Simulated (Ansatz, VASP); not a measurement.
# Two plane-wave programs on Y2GeH2

```
CELL_PARAMETERS angstrom
1.98959 3.44607 0.00000
-1.98959 3.44607 0.00000
0.00000 0.00000 6.46714
ATOMIC_POSITIONS crystal
H 0.33333 0.33333 0.61219
H 0.66667 0.66667 0.38781
Y 0.33333 0.33333 0.26332
Y 0.66667 0.66667 0.73668
Ge 0.00000 0.00000 0.00000
```

Alike in both runs: functional r2SCAN; k mesh 5 × 5 × 3; no spin polarisation.

Ansatz relaxed the structure, and its values are those at the end. VASP's run is a single point on that final structure, the one shown.

```csv
,VASP,Ansatz
version,VASP 6.6.1,Ansatz 0.2.0
potentials or method,"VASP PAW PBE potentials, release 64 (H, Y_sv, Ge_d), cutoff 520 eV",PAW plane waves
occupations,"fermi-dirac, width 0.1 eV",fermi-dirac
valence electrons in the cell,38,38
```

```tsv
	VASP	Ansatz	Ansatz less VASP
gap on the k mesh at the Fermi level (eV)	none	none	-
pressure (GPa)	-0.1	0.0	+0.09
```

VASP's potentials were made for PBE, not for r2SCAN. A gap of «none» marks a metal or a gap that the smearing closes. Ansatz's warnings: structure snapped to symmetry.

The k mesh is coarse, so the values compare programs but aren't converged.
